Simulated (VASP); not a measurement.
Wanted: the native input for a VASP 6.6.1 run.

```
Task                   : single point
Functional             : PBE
Potentials or basis    : VASP PAW PBE potentials, release 64 (Mg, I)
Cutoff                 : 520 eV
k mesh                 : 6 × 6 × 4
Occupations            : gaussian, width 0.05 eV
Spin                   : no spin polarisation
Dipole correction      : no
Further INCAR settings : ALGO = Normal; EDIFF = 1e-06; NBANDS = 15
```

The structure of MgI2 lies in POSCAR:

```
MgI2
1.0
    4.2734827252      0.0000000000      0.0000000000
   -2.1367413626      3.7009446027      0.0000000000
    0.0000000000      0.0000000000      7.9347883382
Mg I
1 2
Direct
    0.0000000000      0.0000000000      0.0000000000
    0.3333333333      0.6666666667      0.7666648737
    0.6666666667      0.3333333333      0.2333351263
```

The input as run:

INCAR

```
PREC     = Accurate       # precision mode
ENCUT    = 520            # plane-wave cutoff, eV
EDIFF    = 1E-6           # SCF threshold, eV
ISMEAR   = 0              # smearing method
SIGMA    = 0.05           # smearing width, eV
LREAL    = False          # projectors in reciprocal space
LASPH    = True           # aspherical terms in the spheres
NELM     = 60             # most SCF steps
ALGO     = Normal         # electronic algorithm
ISIF     = 2              # what is computed and relaxed
LWAVE    = False          # write WAVECAR
LCHARG   = False          # write CHGCAR
GGA      = PE             # functional
NBANDS   = 15             # bands
```

KPOINTS

```
Automatic mesh
0
Gamma
  6 6 4
```

Potentials or basis: VASP PAW PBE potentials, release 64 (Mg, I).

The run is started by

```sh
$ cat potpaw_PBE.64/Mg/POTCAR potpaw_PBE.64/I/POTCAR > POTCAR
$ mpirun -np 1 vasp_std > vasp.out
```

Results of the run:

```json
{"Pressure": "-2.5 GPa", "Largest force": "0.794 eV/Å", "Band gap on the k mesh": "3.10 eV, direct"}
```

Caveat: spin-orbit coupling is left out, which moves the levels of the heavy elements; this functional lacks dispersion, which binds the layers, so the pressure and a relaxed spacing across them are unreliable.

Wall time 23 s on 1 thread of AMD EPYC 9R45 96-Core Processor (Zen 5), on a shared host, peak memory 0.22 GiB.
